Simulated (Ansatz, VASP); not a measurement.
**One calculation of Si, two programs**

INCAR

```
SYSTEM = Si
  ALGO = Normal
  EDIFF = 1E-6
  ENCUT = 520
  ISIF = 2
  ISMEAR = 0
  LASPH = .True.
  LCHARG = .False.
  LREAL = .False.
  LWAVE = .False.
  NBANDS = 26
  NELM = 80
  PREC = Accurate
  SIGMA = 0.03
```

KPOINTS

```
k-points
0
Gamma
  10 10 3
  0 0 0
```

Contents of POSCAR:

```
Si
1.0
   -3.8016851185      0.0000000000      0.0000000000
   -1.9008425592     -3.2923558898      0.0000000000
   -0.1584035466     -0.2743629908     12.5773876662
Si
8
Direct
    0.3333333333      0.2577901648      0.9065180230
    0.3333333333      0.2994568314      0.4065180230
    0.6666666667      0.6536234981      0.1565180230
    0.6666666667      0.6119568314      0.6565180230
    0.3333333333      0.3255431686      0.0934819770
    0.3333333333      0.2838765019      0.5934819770
    0.6666666667      0.6380431686      0.3434819770
    0.6666666667      0.5963765019      0.8434819770
```

Input for Ansatz:

```yaml
crystal:
  lattice:
    - [-3.8016851185, 0.0, 0.0]
    - [-1.9008425592, -3.2923558898, 0.0]
    - [-0.1584035466, -0.2743629908, 12.5773876662]
  atoms:
    - { symbol: Si, position: [0.3333333333, 0.2577901648, 0.906518023] }
    - { symbol: Si, position: [0.3333333333, 0.2994568314, 0.406518023] }
    - { symbol: Si, position: [0.6666666667, 0.6536234981, 0.156518023] }
    - { symbol: Si, position: [0.6666666667, 0.6119568314, 0.656518023] }
    - { symbol: Si, position: [0.3333333333, 0.3255431686, 0.093481977] }
    - { symbol: Si, position: [0.3333333333, 0.2838765019, 0.593481977] }
    - { symbol: Si, position: [0.6666666667, 0.6380431686, 0.343481977] }
    - { symbol: Si, position: [0.6666666667, 0.5963765019, 0.843481977] }
basis:
  ecutwfc: 420
kpoints:
  mp_grid: { grid: [10, 10, 3] }
hamiltonian:
  xc: lda
  pseudopotentials: { kind: paw, azcp: { folder: soft_1 } }
scf:
  occupations: { method: gaussian, width: 0.03 }
output:
  forces: true
  stress: true
  eigenvalues: true
```

Alike in both runs: task single point; functional LDA; k mesh 10 × 10 × 3; occupations gaussian, width 0.03 eV; no spin polarisation.

|  | VASP | Ansatz |
| --- | --- | --- |
| version | VASP 6.6.1 | Ansatz 0.2.0 |
| potentials or method | VASP PAW LDA potentials, release 64 (Si), cutoff 520 eV | scalar-relativistic, plane waves, PAW |
| valence electrons in the cell | 32 | 32 |

```tsv
	VASP	Ansatz	Ansatz less VASP
gap on the k mesh at the Fermi level (eV)	0.27	0.28	+0.004
least direct gap on the mesh (eV)	1.02	1.01	-0.007
pressure (GPa)	0.0	-0.1	-0.05
traceless stress, the component that is largest in VASP (GPa)	0.92	0.92	-0.002
rms of the force components (eV/Å)	0.091	0.091	+0.0002
```

Ansatz warns that its potentials were made for another functional, while VASP's fit it. LDA's correlation is that of Perdew and Zunger in VASP and of Perdew and Wang (1992) in Ansatz. Atom by atom the forces differ by 0.000 eV/Å (rms over components).
